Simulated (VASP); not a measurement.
Write the native input for VASP 6.6.1 that does the following.

| Item | Value |
| --- | --- |
| Task | single point |
| Functional | r2SCAN |
| Potentials or basis | VASP PAW PBE potentials, release 64 (Si, O, Mg) |
| Cutoff | 520 eV |
| k mesh | 6 × 6 × 6 |
| Occupations | fermi-dirac, width 0.02 eV |
| Spin | no spin polarisation |
| Dipole correction | no |
| Further INCAR settings | ALGO = Normal; EDIFF = 1e-07; NBANDS = 16 |

Crystal: Mg3SiO.

```xyz
5
Lattice="4.2657 0.0000 0.0000 0.0000 4.2657 0.0000 0.0000 0.0000 4.2657" Properties=species:S:1:pos:R:3 pbc="T T T"
Si    0.0000    0.0000    0.0000
O     2.1328    2.1328    2.1328
Mg    2.1328    2.1328    0.0000
Mg    2.1328    0.0000    2.1328
Mg    0.0000    2.1328    2.1328
```

The input as run:

POSCAR

```
Mg3SiO
1.0
    4.2656874299      0.0000000000      0.0000000000
    0.0000000000      4.2656874299      0.0000000000
    0.0000000000      0.0000000000      4.2656874299
Si O Mg
1 1 3
Direct
    0.0000000000      0.0000000000      0.0000000000
    0.5000000000      0.5000000000      0.5000000000
    0.5000000000      0.5000000000      0.0000000000
    0.5000000000      0.0000000000      0.5000000000
    0.0000000000      0.5000000000      0.5000000000
```

INCAR.step1

```
PREC = Accurate ; ENCUT = 520
ISMEAR = -1 ; SIGMA = 0.02
LREAL = F ; LASPH = T
NELM = 80 ; NBANDS = 16
GGA = PE ; ALGO = Normal
EDIFF = 1E-4 ; LWAVE = T
LCHARG = F
```

INCAR.step2

```
PREC = Accurate ; ENCUT = 520
EDIFF = 1E-7 ; ISMEAR = -1
SIGMA = 0.02 ; LREAL = F
LASPH = T ; NELM = 80
ALGO = Normal ; ISIF = 2
LWAVE = F ; LCHARG = T
METAGGA = R2SCAN ; LMIXTAU = T
LELF = T ; LVHAR = T
NBANDS = 16 ; ISTART = 1
```

KPOINTS

```
Automatic mesh
0
Gamma
  6 6 6
```

Potentials or basis: VASP PAW PBE potentials, release 64 (Si, O, Mg).

Launch:

```console
$ cat potpaw_PBE.64/Si/POTCAR potpaw_PBE.64/O/POTCAR potpaw_PBE.64/Mg/POTCAR > POTCAR
$ cp INCAR.step1 INCAR
$ mpirun -np 1 vasp_std > vasp.out
$ cp INCAR.step2 INCAR
$ mpirun -np 1 vasp_std > vasp.out
```

Results of the run:

| Quantity | Value |
| --- | --- |
| Pressure | -5.2 GPa |
| Band gap on the k mesh | 0.29 eV (least direct gap 0.38 eV) |

Caveat: the cell stands under tension; the PAW data sets were made with another functional, which shifts forces and pressure a little.

Wall time 48 s on 1 thread of Intel(R) Xeon(R) Platinum 8488C (Sapphire Rapids), with other jobs on the host, peak memory 0.19 GiB.
